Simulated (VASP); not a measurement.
# PbF2 (Fm-3m) in VASP: settings compared

The runs below take PbF2 through single point, relaxation of cell and atoms, with PBEsol+D4, PBEsol+D3(BJ), PBEsol.

All numbers are computed with VASP 6.6.1; they aren't measurements. Logs are shortened: lines on timing, memory, paths and dates and some standing lists are left out, and cuts for length are marked.

### 1 The cell of the first run

The structure is cubic, space group Fm-3m (No. 225). Conventional cell: a = 5.882 Å, b = 5.882 Å, c = 5.882 Å, α = 90.00°, β = 90.00°, γ = 90.00°. Pb (site symmetry m-3m) has 8 F at 2.55 Å within 3.4 Å. F (site symmetry -43m) has 4 Pb at 2.55 Å and 6 F at 2.94 Å within 3.4 Å.

### 2 Single point, PBEsol+D4

INCAR reads:

```
SYSTEM = PbF2
ALGO = Normal ; EDIFF = 1E-6
ENCUT = 520 ; GGA = PS
ISIF = 2 ; ISMEAR = -1
IVDW = 13 ; LASPH = .TRUE.
LCHARG = .FALSE. ; LREAL = .FALSE.
LWAVE = .FALSE. ; NBANDS = 21
NELM = 100 ; PREC = Accurate
SIGMA = 0.05
```

KPOINTS reads:

```
k-points
0
G
  8 8 8
  0 0 0
```

POSCAR reads:

```
PbF2
1.0
    0.0000000000      2.9408613317      2.9408613317
    2.9408613317      0.0000000000      2.9408613317
    2.9408613317      2.9408613317      0.0000000000
Pb F
1 2
Direct
    0.0000000000      0.0000000000      0.0000000000
    0.7500000000      0.7500000000      0.7500000000
    0.2500000000      0.2500000000      0.2500000000
```

Potentials or basis: VASP PAW PBE potentials, release 64 (Pb_d, F).

Launch:

```console
> cat potpaw_PBE.64/Pb_d/POTCAR potpaw_PBE.64/F/POTCAR > POTCAR
> mpirun -np 1 vasp_std > vasp.out
```

OUTCAR:

```text
SYSTEM = PbF2
   EDIFF = 1E-6
   ENCUT = 520
   GGA = PS
   ISIF = 2
   ISMEAR = -1
   IVDW = 13
   LASPH = .TRUE.
   LREAL = .FALSE.
   NELM = 100
   PREC = Accurate

 ion  position               nearest neighbor table
   1  0.000  0.000  0.000-   2 2.55   3 2.55   2 2.55   2 2.55   2 2.55   3 2.55   3 2.55   3 2.55

   2  0.750  0.750  0.750-   1 2.55   1 2.55   1 2.55   1 2.55
   3  0.250  0.250  0.250-   1 2.55   1 2.55   1 2.55   1 2.55

  LATTYP: Found a face centered cubic cell.
 ALAT       =     5.8817226634

  Lattice vectors:

 A1 = (   0.0000000000,   2.9408613317,   2.9408613317)
 A2 = (   2.9408613317,   0.0000000000,   2.9408613317)
 A3 = (   2.9408613317,   2.9408613317,   0.0000000000)

Analysis of symmetry for initial positions (statically):
=====================================================================
 Subroutine PRICEL returns:
 Original cell was already a primitive cell.

 Routine SETGRP: Setting up the symmetry group for a
 face centered cubic supercell.

 Subroutine GETGRP returns: Found 48 space group operations
 (whereof 48 operations were pure point group operations)
 out of a pool of 48 trial point group operations.

The static configuration has the point symmetry O_h .

Analysis of symmetry for dynamics (positions and initial velocities):
=====================================================================
 Subroutine PRICEL returns:
 Original cell was already a primitive cell.

 Routine SETGRP: Setting up the symmetry group for a
 face centered cubic supercell.

 Subroutine GETGRP returns: Found 48 space group operations
 (whereof 48 operations were pure point group operations)
 out of a pool of 48 trial point group operations.

The dynamic configuration has the point symmetry O_h .

 Subroutine INISYM returns: Found 48 space group operations
 (whereof 48 operations are pure point group operations),
 and found     1 'primitive' translations

----------------------------------------------------------------------------------------

                                     Primitive cell

  volume of cell :      50.8691

  direct lattice vectors                    reciprocal lattice vectors
     0.000000000  2.940861332  2.940861332    -0.170018217  0.170018217  0.170018217
     2.940861332  0.000000000  2.940861332     0.170018217 -0.170018217  0.170018217
     2.940861332  2.940861332  0.000000000     0.170018217  0.170018217 -0.170018217

  length of vectors
     4.159005980  4.159005980  4.159005980     0.294480190  0.294480190  0.294480190

  position of ions in fractional coordinates (direct lattice)
     0.000000000  0.000000000  0.000000000
     0.750000000  0.750000000  0.750000000
     0.250000000  0.250000000  0.250000000

  ion indices of the primitive-cell ions
   primitive index   ion index
                 1           1
                 2           2
                 3           3

----------------------------------------------------------------------------------------

 KPOINTS: k-points

Automatic generation of k-mesh.
 Grid dimensions read from file:
 generate k-points for:    8    8    8

 Generating k-lattice:

  Cartesian coordinates                     Fractional coordinates (reciprocal lattice)
    -0.021252277  0.021252277  0.021252277     0.125000000  0.000000000  0.000000000
     0.021252277 -0.021252277  0.021252277     0.000000000  0.125000000  0.000000000
     0.021252277  0.021252277 -0.021252277     0.000000000  0.000000000  0.125000000

  Length of vectors
     0.036810024  0.036810024  0.036810024

  Shift w.r.t. Gamma in fractional coordinates (k-lattice)
     0.000000000  0.000000000  0.000000000

 Subroutine IBZKPT returns following result:
 ===========================================

 Found     29 irreducible k-points:

 Following reciprocal coordinates:
            Coordinates               Weight
  0.000000  0.000000  0.000000      1.000000
  0.125000  0.000000  0.000000      8.000000
  0.250000  0.000000  0.000000      8.000000
  0.375000  0.000000  0.000000      8.000000
  0.500000  0.000000  0.000000      4.000000
  0.125000  0.125000  0.000000      6.000000
[... 16 lines left out ...]
  0.500000  0.250000  0.125000     48.000000
 -0.375000  0.250000  0.125000     24.000000
 [... further k-points ...]
   k-points           NKPTS =     29   k-points in BZ     NKDIM =     29   number of bands    NBANDS=     21
   number of dos      NEDOS =    301   number of ions     NIONS =      3
   total plane-waves  NPLWV =  32768
   dimension x,y,z NGX =    32 NGY =   32 NGZ =   32
   dimension x,y,z NGXF=    64 NGYF=   64 NGZF=   64
   ions per type =               1   2
   NGX,Y,Z   is equivalent  to a cutoff of  12.79, 12.79, 12.79 a.u.
   NGXF,Y,Z  is equivalent  to a cutoff of  25.58, 25.58, 25.58 a.u.
 SYSTEM =  PbF2
   PREC   = accura    normal or accurate (medium, high low for compatibility)
   ISTART =      0    job   : 0-new  1-cont  2-samecut
   ICHARG =      2    charge: 1-file 2-atom 10-const
   ISPIN  =      1    spin polarized calculation?
   LNONCOLLINEAR =      F non collinear calculations
   LSORBIT =      F    spin-orbit coupling
   LASPH  =      T    aspherical Exc in radial PAW
   ENCUT  =  520.0 eV  38.22 Ry    6.18 a.u.   7.73  7.73  7.73*2*pi/ulx,y,z
   NELM   =    100;   NELMIN=  2; NELMDL= -5     # of ELM steps
   EDIFF  = 0.1E-05   stopping-criterion for ELM
   LREAL  =      F    real-space projection
   EDIFFG = 0.1E-04   stopping-criterion for IOM
   NSW    =      0    number of steps for IOM
   IBRION =     -1    ionic relax: 0-MD 1-quasi-New 2-CG
   NFREE  =      0    steps in history (QN), initial steepest desc. (CG)
   ISIF   =      2    stress and relaxation
   ISYM   =      2    0-nonsym 1-usesym 2-fastsym
   POTIM  = 0.5000    time-step for ionic-motion
   TEBEG  =    0.0;   TEEND  =   0.0 temperature during run
   PSTRESS=    0.0 pullay stress
   NELECT =      28.0000    total number of electrons
   NUPDOWN=      -1.0000    fix difference up-down
   EMIN   =  10.00;   EMAX   =-10.00  energy-range for DOS
   EFERMI =   0.00;   METHOD = LEGACY
   ISMEAR =    -1;   SIGMA  =   0.05  broadening in eV -4-tet -1-fermi 0-gaus
   EFERMI_NEDOS =   21; number of points for ismear=-14 and -15
   IALGO  =     38    algorithm
   IMIX   =      4    mixing-type and parameters
     AMIX     =   0.40;   BMIX     =  1.00
     AMIX_MAG =   1.60;   BMIX_MAG =  1.00
  volume/ion in A,a.u.               =      16.96       114.43
  Fermi-wavevector in a.u.,A,eV,Ry     =   1.341662  2.535373 24.491244  1.800056
  Thomas-Fermi vector in A             =   2.469877
   LORBIT       =      0    0 simple, 1 ext, 2 COOP (PROOUT), +10 PAW based schemes
   GGA     = PS    functional components
   LHFCALC =     F    Hartree Fock is set to
   AEXX    =    0.0000 exact exchange contribution
   IVDW    =    13    specifies the selected vdW correction
   LEPSILON=     F    determine dielectric tensor
   LRPA    =     F    only Hartree local field effects (RPA)
 non-spin polarized calculation
  energy-cutoff  :      520.00
  volume of cell :       50.87
 maximum number of plane-waves:      1387
   NGX = 15   NGY = 15   NGZ = 15

 number of electron      27.9999992 magnetization

 Free energy of the ion-electron system (eV)
  ---------------------------------------------------
  ext. energy  EPLUGINS =         0.00000000
  ---------------------------------------------------
  free energy    TOTEN  =       -14.93530927 eV

  energy without entropy =      -14.93530927  energy(sigma->0) =      -14.93530927

 E-fermi :   3.1724     XC(G=0):  -9.7797

 val. band max:        2.0265538608   @ k =  -0.2500   0.5000   0.2500
 cond. band min:       6.3237165720   @ k =   0.5000   0.5000   0.0000
 fundamental gap:      4.2971627111
 Fermi energy:         3.1724270190

 k-point     1 :       0.0000    0.0000    0.0000
  band No.  band energies     occupation
      1     -19.1442      2.00000
      2     -18.4610      2.00000
      3     -12.3698      2.00000
      4     -12.3698      2.00000
      5     -12.3698      2.00000
      6     -12.2949      2.00000
[... 13 lines left out ...]
     20      17.0469      0.00000
     21      19.5318      0.00000

 k-point     2 :       0.1250    0.0000    0.0000
  band No.  band energies     occupation
      1     -19.1117      2.00000
      2     -18.4913      2.00000
      3     -12.3626      2.00000
      4     -12.3626      2.00000
      5     -12.3331      2.00000
      6     -12.2949      2.00000
[... 13 lines left out ...]
     20      16.6340      0.00000
     21      18.9238      0.00000

 k-point     3 :       0.2500    0.0000    0.0000
  band No.  band energies     occupation
      1     -19.0243      2.00000
      2     -18.5695      2.00000
      3     -12.3503      2.00000
      4     -12.3503      2.00000
      5     -12.2896      2.00000
      6     -12.2896      2.00000
[... 13 lines left out ...]
     20      16.0727      0.00000
     21      17.6822      0.00000

 k-point     4 :       0.3750    0.0000    0.0000
  band No.  band energies     occupation
      1     -18.9125      2.00000
      2     -18.6690      2.00000
      3     -12.3468      2.00000
      4     -12.3468      2.00000
      5     -12.2752      2.00000
      6     -12.2752      2.00000
[... 13 lines left out ...]
     20      15.7588      0.00000
     21      16.6643      0.00000

 k-point     5 :       0.5000    0.0000    0.0000
  band No.  band energies     occupation
      1     -18.8291      2.00000
      2     -18.7468      2.00000
      3     -12.3473      2.00000
      4     -12.3473      2.00000
      5     -12.2672      2.00000
      6     -12.2672      2.00000
[... 13 lines left out ...]
     20      15.6721      0.00000
     21      16.2818      0.00000

 k-point     6 :       0.1250    0.1250    0.0000
  band No.  band energies     occupation
      1     -19.1011      2.00000
      2     -18.5008      2.00000
      3     -12.3555      2.00000
      4     -12.3555      2.00000
      5     -12.3288      2.00000
      6     -12.3004      2.00000
[... 13 lines left out ...]
     20      17.1861      0.00000
     21      18.9364      0.00000

 k-point     7 :       0.2500    0.1250    0.0000
  band No.  band energies     occupation
      1     -19.0334      2.00000
      2     -18.5600      2.00000
      3     -12.3411      2.00000
      4     -12.3409      2.00000
      5     -12.3024      2.00000
      6     -12.2849      2.00000
[... 13 lines left out ...]
     20      16.9068      0.00000
     21      18.4783      0.00000
[... 291 lines left out ...]
      1     -18.7981      2.00000
      2     -18.7575      2.00000
      3     -12.3244      2.00000
      4     -12.2819      2.00000
      5     -12.2803      2.00000
      6     -12.2211      2.00000
[... 13 lines left out ...]
     20      17.4566      0.00000
     21      18.6770      0.00000

 k-point    21 :       0.5000    0.5000    0.0000
  band No.  band energies     occupation
      1     -18.8345      2.00000
      2     -18.7188      2.00000
      3     -12.3373      2.00000
      4     -12.2687      2.00000
      5     -12.2687      2.00000
      6     -12.2675      2.00000
[... 13 lines left out ...]
     20      18.5219      0.00000
     21      19.2692      0.00000

 k-point    22 :       0.3750    0.2500    0.1250
  band No.  band energies     occupation
      1     -18.9623      2.00000
      2     -18.6208      2.00000
      3     -12.3245      2.00000
      4     -12.3239      2.00000
      5     -12.3032      2.00000
      6     -12.2718      2.00000
[... 13 lines left out ...]
     20      17.3613      0.00000
     21      18.1662      0.00000

 k-point    23 :       0.5000    0.2500    0.1250
  band No.  band energies     occupation
      1     -18.8734      2.00000
      2     -18.6975      2.00000
      3     -12.3214      2.00000
      4     -12.3159      2.00000
      5     -12.2857      2.00000
      6     -12.2503      2.00000
[... 13 lines left out ...]
     20      17.9198      0.00000
     21      18.4150      0.00000

 k-point    24 :      -0.3750    0.2500    0.1250
  band No.  band energies     occupation
      1     -18.8032      2.00000
      2     -18.7620      2.00000
      3     -12.3212      2.00000
      4     -12.3166      2.00000
      5     -12.2724      2.00000
      6     -12.2414      2.00000
[... 13 lines left out ...]
     20      18.1482      0.00000
     21      18.5296      0.00000

 [... further k-points ...]

------------------------ aborting loop because EDIFF is reached ----------------------------------------

  DFT-D4 for vdW energy calculation

  Edisp (eV):   -0.31313

  FORCE on cell =-STRESS in cart. coord.  units (eV):
  Direction    XX          YY          ZZ          XY          YZ          ZX
  --------------------------------------------------------------------------------------
  -------------------------------------------------------------------------------------
  Total      -0.07377    -0.07377    -0.07377    -0.00000     0.00000     0.00000
  in kB      -2.32338    -2.32338    -2.32338    -0.00000     0.00000     0.00000
  external pressure =       -2.32 kB  Pullay stress =        0.00 kB

 VOLUME and BASIS-vectors are now :
 -----------------------------------------------------------------------------
  energy-cutoff  :      520.00
  volume of cell :       50.87
      direct lattice vectors                 reciprocal lattice vectors
     0.000000000  2.940861332  2.940861332    -0.170018217  0.170018217  0.170018217
     2.940861332  0.000000000  2.940861332     0.170018217 -0.170018217  0.170018217
     2.940861332  2.940861332  0.000000000     0.170018217  0.170018217 -0.170018217

 POSITION                                       TOTAL-FORCE (eV/Angst)
 -----------------------------------------------------------------------------------
      0.00000      0.00000      0.00000         0.000000     -0.000000      0.000000
      4.41129      4.41129      4.41129         0.000000      0.000000      0.000000
      1.47043      1.47043      1.47043        -0.000000     -0.000000     -0.000000
 -----------------------------------------------------------------------------------
    total drift:                                0.000000     -0.000000      0.000000

  FREE ENERGIE OF THE ION-ELECTRON SYSTEM (eV)
  ---------------------------------------------------
  free  energy   TOTEN  =       -15.2484429362 eV

  energy  without entropy=      -15.2484429362  energy(sigma->0) =      -15.24844294
```

Wall time 13 s (1 thread of Intel Xeon 6975P-C (Granite Rapids), shared host); peak memory 0.18 GiB.

What came out:

* Free energy: -15.2484 eV
* Pressure: -0.2 GPa
* Band gap on the k mesh: 4.30 eV (least direct gap 4.45 eV)
* Dispersion energy per atom: -0.104 eV

Caveat: the PAW data sets were made with another functional, which shifts forces and pressure a little; spin-orbit coupling is left out, which moves the levels of the heavy elements. A k mesh can miss the band edges.

### 3 Single point, PBEsol+D3(BJ)

This run uses another cell than the first one, of 17.35 Å³/atom.

INCAR reads:

```
SYSTEM = PbF2
PREC = Accurate
ENCUT = 520
EDIFF = 1E-6
ISMEAR = -1
SIGMA = 0.05
LREAL = .FALSE.
LASPH = .TRUE.
NELM = 60
ALGO = Normal
ISIF = 2
LWAVE = .FALSE.
LCHARG = .FALSE.
GGA = PS
IVDW = 12
NBANDS = 21
```

KPOINTS reads:

```
Automatic mesh
0
G
  8 8 8
  0 0 0
```

POSCAR reads:

```
PbF2
1.0
    0.0000000000      2.9636600000      2.9636600000
    2.9636600000      0.0000000000      2.9636600000
    2.9636600000      2.9636600000      0.0000000000
Pb F
1 2
Direct
    0.0000000000      0.0000000000      0.0000000000
    0.7500000000      0.7500000000      0.7500000000
    0.2500000000      0.2500000000      0.2500000000
```

Potentials or basis: VASP PAW PBE potentials, release 64 (Pb_d, F).

Launch:

```console
> cat potpaw_PBE.64/Pb_d/POTCAR potpaw_PBE.64/F/POTCAR > POTCAR
> mpirun -np 1 vasp_std > vasp.out
```

Wall time 12 s (1 thread of Intel Xeon 6975P-C (Granite Rapids), shared host); peak memory 0.19 GiB.

Results (log left out):

```
Free energy                : -15.3565 eV
Pressure                   : -2.6 GPa
Band gap on the k mesh     : 4.30 eV (least direct gap 4.46 eV)
Dispersion energy per atom : -0.141 eV
```

Levels at points of the mesh, in eV from the valence-band top:
| k point | band 10 | band 11 | band 12 | band 13 | band 14 | band 15 | band 16 | band 17 | band 18 | band 19 |
| --- | --- | --- | --- | --- | --- | --- | --- | --- | --- | --- |
| (0.00, 0.00, 0.00) | -2.48 | -2.48 | -1.98 | -1.98 | -1.98 | 6.67 | 6.67 | 6.67 | 10.51 | 14.98 |
| (0.50, 0.00, 0.00) | -2.69 | -2.69 | -2.14 | -2.14 | -0.02 | 4.94 | 7.58 | 7.58 | 13.08 | 13.61 |
| (0.50, 0.50, 0.00) | -3.58 | -1.54 | -1.54 | -1.54 | -0.15 | 4.30 | 7.82 | 7.82 | 8.82 | 14.05 |

Caveat: three body term missing; the PAW data sets were made with another functional, which shifts forces and pressure a little; spin-orbit coupling is left out, which moves the levels of the heavy elements.

[end of part 1 of 3]
